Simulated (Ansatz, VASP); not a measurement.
# Two plane-wave programs on ZnS

Contents of POSCAR:

```
ZnS
1.0
    3.7341822464      0.0000000000      0.0000000000
   -1.8670911232      3.2338966877      0.0000000000
    0.0000000000      0.0000000000     18.3084545760
Zn S
6 6
Direct
    0.3333333333      0.6666666667      0.8333300000
    0.6666666667      0.3333333333      0.3333300000
    0.6666666667      0.3333333333      0.6666700000
    0.3333333333      0.6666666667      0.1666700000
    0.0000000000      0.0000000000      0.5000000000
    0.0000000000      0.0000000000      0.0000000000
    0.3333333333      0.6666666667      0.9583300000
    0.6666666667      0.3333333333      0.4583300000
    0.6666666667      0.3333333333      0.7916700000
    0.3333333333      0.6666666667      0.2916700000
    0.0000000000      0.0000000000      0.6250000000
    0.0000000000      0.0000000000      0.1250000000
```

INCAR.step1

```
SYSTEM = ZnS
PREC = Accurate
ENCUT = 520
ISMEAR = -1
SIGMA = 0.05
LREAL = .FALSE.
LASPH = .TRUE.
NELM = 100
NBANDS = 66
GGA = PE
ALGO = Normal
EDIFF = 1E-4
LWAVE = .TRUE.
LCHARG = .FALSE.
```

Contents of INCAR.step2:

```
SYSTEM = ZnS
PREC = Accurate
ENCUT = 520
EDIFF = 1E-6
ISMEAR = -1
SIGMA = 0.05
LREAL = .FALSE.
LASPH = .TRUE.
NELM = 100
ALGO = Normal
ISIF = 2
LWAVE = .FALSE.
LCHARG = .FALSE.
METAGGA = R2SCAN
LMIXTAU = .TRUE.
LUSE_VDW = .TRUE.
IVDW_NL = 2
BPARAM = 11.95
CPARAM = 0.0093
NBANDS = 66
ISTART = 1
```

Contents of KPOINTS:

```
regular mesh
0
G
  8 8 2
  0 0 0
```

File input.yaml:

```yaml
crystal:
  lattice:
    - [3.7341822464, 0.0, 0.0]
    - [-1.8670911232, 3.2338966877, 0.0]
    - [0.0, 0.0, 18.308454576]
  atoms:
    - { symbol: Zn, position: [0.3333333333, 0.6666666667, 0.83333] }
    - { symbol: Zn, position: [0.6666666667, 0.3333333333, 0.33333] }
    - { symbol: Zn, position: [0.6666666667, 0.3333333333, 0.66667] }
    - { symbol: Zn, position: [0.3333333333, 0.6666666667, 0.16667] }
    - { symbol: Zn, position: [0.0, 0.0, 0.5] }
    - { symbol: Zn, position: [0.0, 0.0, 0.0] }
    - { symbol: S, position: [0.3333333333, 0.6666666667, 0.95833] }
    - { symbol: S, position: [0.6666666667, 0.3333333333, 0.45833] }
    - { symbol: S, position: [0.6666666667, 0.3333333333, 0.79167] }
    - { symbol: S, position: [0.3333333333, 0.6666666667, 0.29167] }
    - { symbol: S, position: [0.0, 0.0, 0.625] }
    - { symbol: S, position: [0.0, 0.0, 0.125] }
hamiltonian:
  xc: r2scan
  pseudopotentials: { kind: paw }
  dispersion: rvv10
kpoints:
  mp_grid: { grid: [8, 8, 2] }
scf:
  occupations: { method: fermi_dirac, width: 0.05 }
output:
  forces: true
  stress: true
  eigenvalues: true
  write_density: true
  write_potential: true
  elf: true
  volumetric_format: npy
```

Alike in both runs: task single point; functional r2SCAN; dispersion rVV10; k mesh 8 × 8 × 2; occupations fermi-dirac, width 0.05 eV; no spin polarisation.

|  | VASP | Ansatz |
| --- | --- | --- |
| version | VASP 6.6.1 | Ansatz 0.2.0 |
| potentials or method | VASP PAW PBE potentials, release 64 (Zn, S) | Ansatz PAW |
| plane-wave cutoff (eV) | 520 | 500 |
| valence electrons in the cell | 108 | 108 |

|  | VASP | Ansatz | Ansatz less VASP |
| --- | --- | --- | --- |
| gap on the k mesh at the Fermi level (eV) | 2.98 | 2.96 | -0.016 |
| least direct gap on the mesh (eV) | 2.98 | 2.96 | -0.016 |
| pressure (GPa) | 4.5 | 4.4 | -0.13 |
| traceless stress, the component that is largest in VASP (GPa) | 0.06 | 0.07 | +0.004 |
| rms of the force components (eV/Å) | 0.018 | 0.013 | -0.0051 |

VASP's potentials were made for PBE, not for r2SCAN. Atom by atom the forces differ by 0.009 eV/Å (rms over components).
